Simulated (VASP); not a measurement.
# SrCa (R-3m) in VASP: single point with LDA

Aim: the single point of SrCa with LDA.

All numbers are computed with VASP 6.6.1; they aren't measurements. Logs are shortened: lines on timing, memory, paths and dates and some standing lists are left out, and cuts for length are marked.

## Step 1: The cell of the first run

The structure is trigonal, space group R-3m (No. 166). Conventional cell: a = 4.135 Å, b = 4.135 Å, c = 20.205 Å, α = 90.00°, β = 90.00°, γ = 120.00°. Within 5.4 Å of Sr (site symmetry -3m) lie 6 Ca at 4.13 Å and 6 Sr at 4.13 Å. Ca (site symmetry -3m) has 6 Sr at 4.13 Å and 6 Ca at 4.13 Å within 5.4 Å.

## Step 2: Single point, LDA

Input file INCAR:

```
  PREC = Accurate
  ENCUT = 520
  EDIFF = 1E-7
  ISMEAR = 0
  SIGMA = 0.15
  LREAL = False
  LASPH = True
  NELM = 100
  ALGO = Normal
  ISIF = 2
  LWAVE = False
  LCHARG = True
  GGA = CA
  LELF = True
  LVHAR = True
  NBANDS = 17
```

Input file KPOINTS:

```
Automatic mesh
0
Gamma
  15 15 15
```

Input file POSCAR:

```
SrCa
1.0
    2.0673741448      1.1935990190      6.7349910262
   -2.0673741448      1.1935990190      6.7349910262
    0.0000000000     -2.3871980380      6.7349910262
Sr Ca
1 1
Direct
    0.5000000000      0.5000000000      0.5000000000
    0.0000000000      0.0000000000      0.0000000000
```

Potentials or basis: VASP PAW LDA potentials, release 64 (Sr_sv, Ca_sv).

Started as:

```bash
$ cat potpaw_LDA.64/Sr_sv/POTCAR potpaw_LDA.64/Ca_sv/POTCAR > POTCAR
$ mpirun -np 1 vasp_std > vasp.out
```

OUTCAR:

```text
PREC = Accurate
   ENCUT = 520
   EDIFF = 1E-7
   ISMEAR = 0
   LREAL = False
   LASPH = True
   NELM = 100
   ISIF = 2
   GGA = CA

 ion  position               nearest neighbor table
   1  0.500  0.500  0.500-   2 4.13   2 4.13   2 4.13   2 4.13   2 4.13   2 4.13
   2  0.000  0.000  0.000-   1 4.13   1 4.13   1 4.13   1 4.13   1 4.13   1 4.13

  LATTYP: Found a trigonal (rhomboedric) cell.
 ALAT       =     7.1455453673
 COS(alpha) =     0.8325838328

  Lattice vectors:

 A1 = (   2.0673741448,   1.1935990190,   6.7349910262)
 A2 = (  -2.0673741448,   1.1935990190,   6.7349910262)
 A3 = (   0.0000000000,  -2.3871980380,   6.7349910262)

Analysis of symmetry for initial positions (statically):
=====================================================================
 Subroutine PRICEL returns:
 Original cell was already a primitive cell.

 Routine SETGRP: Setting up the symmetry group for a
 trigonal (rhombohedral) supercell.

 Subroutine GETGRP returns: Found 12 space group operations
 (whereof 12 operations were pure point group operations)
 out of a pool of 12 trial point group operations.

The static configuration has the point symmetry D_3d.

Analysis of symmetry for dynamics (positions and initial velocities):
=====================================================================
 Subroutine PRICEL returns:
 Original cell was already a primitive cell.

 Routine SETGRP: Setting up the symmetry group for a
 trigonal (rhombohedral) supercell.

 Subroutine GETGRP returns: Found 12 space group operations
 (whereof 12 operations were pure point group operations)
 out of a pool of 12 trial point group operations.

The dynamic configuration has the point symmetry D_3d.

 Subroutine INISYM returns: Found 12 space group operations
 (whereof 12 operations are pure point group operations),
 and found     1 'primitive' translations

----------------------------------------------------------------------------------------

                                     Primitive cell

  volume of cell :      99.7162

  direct lattice vectors                    reciprocal lattice vectors
     2.067374145  1.193599019  6.734991026     0.241852691  0.139633716  0.049492766
    -2.067374145  1.193599019  6.734991026    -0.241852691  0.139633716  0.049492766
     0.000000000 -2.387198038  6.734991026     0.000000000 -0.279267432  0.049492766

  length of vectors
     7.145545367  7.145545367  7.145545367     0.283619168  0.283619168  0.283619168

  position of ions in fractional coordinates (direct lattice)
     0.500000000  0.500000000  0.500000000
     0.000000000  0.000000000  0.000000000

  ion indices of the primitive-cell ions
   primitive index   ion index
                 1           1
                 2           2

----------------------------------------------------------------------------------------

 KPOINTS: Automatic mesh

Automatic generation of k-mesh.
 Grid dimensions read from file:
 generate k-points for:   15   15   15

 Generating k-lattice:

  Cartesian coordinates                     Fractional coordinates (reciprocal lattice)
     0.016123513  0.009308914  0.003299518     0.066666667  0.000000000  0.000000000
    -0.016123513  0.009308914  0.003299518     0.000000000  0.066666667  0.000000000
     0.000000000 -0.018617829  0.003299518     0.000000000  0.000000000  0.066666667

  Length of vectors
     0.018907945  0.018907945  0.018907945

  Shift w.r.t. Gamma in fractional coordinates (k-lattice)
     0.000000000  0.000000000  0.000000000

 Subroutine IBZKPT returns following result:
 ===========================================

 Found    344 irreducible k-points:

 Following reciprocal coordinates:
            Coordinates               Weight
  0.000000  0.000000  0.000000      1.000000
  0.066667  0.000000  0.000000      6.000000
  0.133333  0.000000  0.000000      6.000000
  0.200000  0.000000 -0.000000      6.000000
  0.266667  0.000000  0.000000      6.000000
  0.333333  0.000000 -0.000000      6.000000
[... 16 lines left out ...]
  0.133333  0.133333  0.000000      6.000000
  0.200000  0.133333 -0.000000     12.000000
 [... further k-points ...]
   k-points           NKPTS =    344   k-points in BZ     NKDIM =    344   number of bands    NBANDS=     17
   number of dos      NEDOS =    301   number of ions     NIONS =      2
   total plane-waves  NPLWV = 157464
   dimension x,y,z NGX =    54 NGY =   54 NGZ =   54
   dimension x,y,z NGXF=   108 NGYF=  108 NGZF=  108
   ions per type =               1   1
   NGX,Y,Z   is equivalent  to a cutoff of  12.56, 12.56, 12.56 a.u.
   NGXF,Y,Z  is equivalent  to a cutoff of  25.13, 25.13, 25.13 a.u.
 SYSTEM =  unknown system
   PREC   = accura    normal or accurate (medium, high low for compatibility)
   ISTART =      0    job   : 0-new  1-cont  2-samecut
   ICHARG =      2    charge: 1-file 2-atom 10-const
   ISPIN  =      1    spin polarized calculation?
   LNONCOLLINEAR =      F non collinear calculations
   LSORBIT =      F    spin-orbit coupling
   LASPH  =      T    aspherical Exc in radial PAW
   ENCUT  =  520.0 eV  38.22 Ry    6.18 a.u.  13.29 13.29 13.29*2*pi/ulx,y,z
   NELM   =    100;   NELMIN=  2; NELMDL= -5     # of ELM steps
   EDIFF  = 0.1E-06   stopping-criterion for ELM
   LREAL  =      F    real-space projection
   EDIFFG = 0.1E-05   stopping-criterion for IOM
   NSW    =      0    number of steps for IOM
   IBRION =     -1    ionic relax: 0-MD 1-quasi-New 2-CG
   NFREE  =      0    steps in history (QN), initial steepest desc. (CG)
   ISIF   =      2    stress and relaxation
   ISYM   =      2    0-nonsym 1-usesym 2-fastsym
   POTIM  = 0.5000    time-step for ionic-motion
   TEBEG  =    0.0;   TEEND  =   0.0 temperature during run
   PSTRESS=    0.0 pullay stress
   NELECT =      20.0000    total number of electrons
   NUPDOWN=      -1.0000    fix difference up-down
   EMIN   =  10.00;   EMAX   =-10.00  energy-range for DOS
   EFERMI =   0.00;   METHOD = LEGACY
   ISMEAR =     0;   SIGMA  =   0.15  broadening in eV -4-tet -1-fermi 0-gaus
   EFERMI_NEDOS =   21; number of points for ismear=-14 and -15
   IALGO  =     38    algorithm
   IMIX   =      4    mixing-type and parameters
     AMIX     =   0.40;   BMIX     =  1.00
     AMIX_MAG =   1.60;   BMIX_MAG =  1.00
  volume/ion in A,a.u.               =      49.86       336.46
  Fermi-wavevector in a.u.,A,eV,Ry     =   0.958288  1.810902 12.494456  0.918317
  Thomas-Fermi vector in A             =   2.087382
   LORBIT       =      0    0 simple, 1 ext, 2 COOP (PROOUT), +10 PAW based schemes
   GGA     = CA    functional components
   LHFCALC =     F    Hartree Fock is set to
   AEXX    =    0.0000 exact exchange contribution
   IVDW    =     0    specifies the selected vdW correction
   LEPSILON=     F    determine dielectric tensor
   LRPA    =     F    only Hartree local field effects (RPA)
 non-spin polarized calculation
 Gauss-broadening in eV      SIGMA  =   0.15
  energy-cutoff  :      520.00
  volume of cell :       99.72
 maximum number of plane-waves:      2719
 NGX is ok and might be reduce to    54
   NGX = 27   NGY = 27   NGZ = 27

 number of electron      19.9999999 magnetization

 Free energy of the ion-electron system (eV)
  ---------------------------------------------------
  ext. energy  EPLUGINS =         0.00000000
  ---------------------------------------------------
  free energy    TOTEN  =        -3.98646521 eV

  energy without entropy =       -3.95303619  energy(sigma->0) =       -3.96975070

 E-fermi :   1.4798     XC(G=0):  -7.6578

 val. band max:        1.4790004501   @ k =  -0.2667   0.3333   0.0667
 cond. band min:       1.4814439187   @ k =  -0.4000  -0.4000   0.1333
 fundamental gap:      0.0024434686
 Fermi energy:         1.4798436625

 k-point     1 :       0.0000    0.0000    0.0000
  band No.  band energies     occupation
      1     -40.4269      2.00000
      2     -34.8118      2.00000
      3     -21.7066      2.00000
      4     -21.6610      2.00000
      5     -21.6610      2.00000
      6     -16.9011      2.00000
[... 9 lines left out ...]
     16       3.6442      0.00000
     17       4.7381      0.00000

 k-point     2 :       0.0667    0.0000    0.0000
  band No.  band energies     occupation
      1     -40.4267      2.00000
      2     -34.8111      2.00000
      3     -21.7062      2.00000
      4     -21.6635      2.00000
      5     -21.6616      2.00000
      6     -16.8999      2.00000
[... 9 lines left out ...]
     16       3.6720      0.00000
     17       4.6891      0.00000

 k-point     3 :       0.1333    0.0000    0.0000
  band No.  band energies     occupation
      1     -40.4262      2.00000
      2     -34.8093      2.00000
      3     -21.7052      2.00000
      4     -21.6706      2.00000
      5     -21.6633      2.00000
      6     -16.8963      2.00000
[... 9 lines left out ...]
     16       3.7454      0.00000
     17       4.5025      0.00000

 k-point     4 :       0.2000    0.0000   -0.0000
  band No.  band energies     occupation
      1     -40.4255      2.00000
      2     -34.8066      2.00000
      3     -21.7037      2.00000
      4     -21.6812      2.00000
      5     -21.6659      2.00000
      6     -16.8911      2.00000
[... 9 lines left out ...]
     16       3.8506      0.00000
     17       4.3151      0.00000
[... 343 lines left out ...]
      1     -40.4264      2.00000
      2     -34.8099      2.00000
      3     -21.7055      2.00000
      4     -21.6683      2.00000
      5     -21.6629      2.00000
      6     -16.8974      2.00000
[... 9 lines left out ...]
     16       3.7149      0.00000
     17       4.5890      0.00000

 k-point    23 :       0.1333    0.1333    0.0000
  band No.  band energies     occupation
      1     -40.4262      2.00000
      2     -34.8093      2.00000
      3     -21.7052      2.00000
      4     -21.6707      2.00000
      5     -21.6634      2.00000
      6     -16.8964      2.00000
[... 9 lines left out ...]
     16       3.7484      0.00000
     17       4.6257      0.00000

 k-point    24 :       0.2000    0.1333   -0.0000
  band No.  band energies     occupation
      1     -40.4257      2.00000
      2     -34.8077      2.00000
      3     -21.7042      2.00000
      4     -21.6769      2.00000
      5     -21.6653      2.00000
      6     -16.8932      2.00000
[... 9 lines left out ...]
     16       3.8061      0.00000
     17       4.4742      0.00000

 [... further k-points ...]

------------------------ aborting loop because EDIFF is reached ----------------------------------------

  FORCE on cell =-STRESS in cart. coord.  units (eV):
  Direction    XX          YY          ZZ          XY          YZ          ZX
  --------------------------------------------------------------------------------------
  -------------------------------------------------------------------------------------
  Total       -1.1237098     -1.1237098     -1.1583595      0.0000000     -0.0000000      0.0000000
  in kB      -18.0550602    -18.0550602    -18.6117900      0.0000000     -0.0000000      0.0000000
  external PRESSURE =     -18.2406368 kB  Pullay stress =       0.0000000 kB

 VOLUME and BASIS-vectors are now :
 -----------------------------------------------------------------------------
  energy-cutoff  :      520.00
  volume of cell :       99.72
      direct lattice vectors                 reciprocal lattice vectors
     2.067374145  1.193599019  6.734991026     0.241852691  0.139633716  0.049492766
    -2.067374145  1.193599019  6.734991026    -0.241852691  0.139633716  0.049492766
     0.000000000 -2.387198038  6.734991026     0.000000000 -0.279267432  0.049492766

 POSITION                                       TOTAL-FORCE (eV/Angst)
 -----------------------------------------------------------------------------------
      0.00000      0.00000     10.10249        -0.000000      0.000000     -0.000000
      0.00000      0.00000      0.00000         0.000000      0.000000      0.000000
 -----------------------------------------------------------------------------------
    total drift:                                0.000000     -0.000000      0.000000

  FREE ENERGIE OF THE ION-ELECTRON SYSTEM (eV)
  ---------------------------------------------------
  free  energy   TOTEN  =        -3.9864652111 eV

  energy  without entropy=       -3.9530361875  energy(sigma->0) =       -3.96975070
```

Wall time 30 min (1 thread of Intel Xeon Platinum 8259CL at 2.50GHz (Skylake/Cascade Lake), shared host); peak memory 0.8 GiB.

Results:

| Property | Result |
| --- | --- |
| Free energy | -3.9865 eV |
| Pressure | -1.8 GPa |
| Band gap on the k mesh | zero (bands 10 and 11 overlap by 0.14 eV) |

Levels at points of the mesh, in eV from the Fermi level:
```
           k point  band 6  band 7  band 8  band 9  band 10  band 11  band 12  band 13  band 14  band 15
(0.00, 0.00, 0.00)  -18.38  -18.28  -18.28   -3.78    -1.10     0.02     1.96     1.96     2.12     2.16
```
